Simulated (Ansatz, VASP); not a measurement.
Two plane-wave programs on CdS

```
Cd S
1.0
     4.16499    0.00000    0.00000
    -2.08250    3.60699    0.00000
     0.00000    0.00000    6.76709
Cd S
2 2
Direct
  0.33333 0.66667 0.99903
  0.66667 0.33333 0.49903
  0.33333 0.66667 0.37597
  0.66667 0.33333 0.87597
```

Alike in both runs: functional r2SCAN; k mesh 12 × 12 × 4; occupations fermi-dirac, width 0.02 eV; no spin polarisation.

Ansatz relaxed the structure, and its values are those at the end. VASP's run is a single point on that final structure, the one shown.

|  | VASP | Ansatz |
| --- | --- | --- |
| version | VASP 6.6.1 | Ansatz 0.2.0 |
| potentials or method | VASP PAW PBE potentials, release 64 (Cd, S), cutoff 520 eV | PAW plane waves |
| valence electrons in the cell | 36 | 52 |

```tsv
	VASP	Ansatz	Ansatz less VASP
gap on the k mesh at the Fermi level (eV)	1.63	1.63	+0.001
pressure (GPa)	0.3	0.0	-0.28
```

VASP's potentials were made for PBE, not for r2SCAN. VASP's potentials hold 36 valence electrons a cell and Ansatz's 52, so a difference there can come from the potentials and not from the codes. Ansatz's warnings: stress scf threshold loose.
